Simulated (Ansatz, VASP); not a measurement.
## InAu in VASP and in Ansatz

```xyz
4
Lattice="3.9237 0.0000 0.0000 0.0000 3.9237 0.0000 0.0000 0.0000 7.2000" Properties=species:S:1:pos:R:3 pbc="T T T"
In    0.0000    0.0000    2.1485
In    0.0000    0.0000    5.0514
Au    0.0000    1.9619    0.0000
Au    1.9619    0.0000    0.0000
```

Alike in both runs: functional PBE; k mesh 4 × 4 × 4; occupations gaussian, width 0.1 eV; no spin polarisation.

Ansatz relaxed the structure, and its values are those at the end. VASP's run is a single point on that final structure, the one shown.

|  | VASP | Ansatz |
| --- | --- | --- |
| version | VASP 6.6.1 | Ansatz 0.2.0 |
| potentials or method | VASP PAW PBE potentials, release 64 (In_d, Au), cutoff 520 eV | scalar-relativistic, plane waves, PAW |
| valence electrons in the cell | 48 | 64 |

|  | VASP | Ansatz | Ansatz less VASP |
| --- | --- | --- | --- |
| gap on the k mesh at the Fermi level (eV) | none | none | - |
| pressure (GPa) | 0.1 | 0.1 | +0.06 |
| rms of the force components (eV/Å) | 0.010 | 0.010 | +0.0006 |

A gap of «none» marks a metal or a gap that the smearing closes. VASP's potentials hold 48 valence electrons a cell and Ansatz's 64, so a difference there can come from the potentials and not from the codes.

The k mesh is coarse, so the values compare programs but aren't converged. Spin-orbit coupling is off throughout.
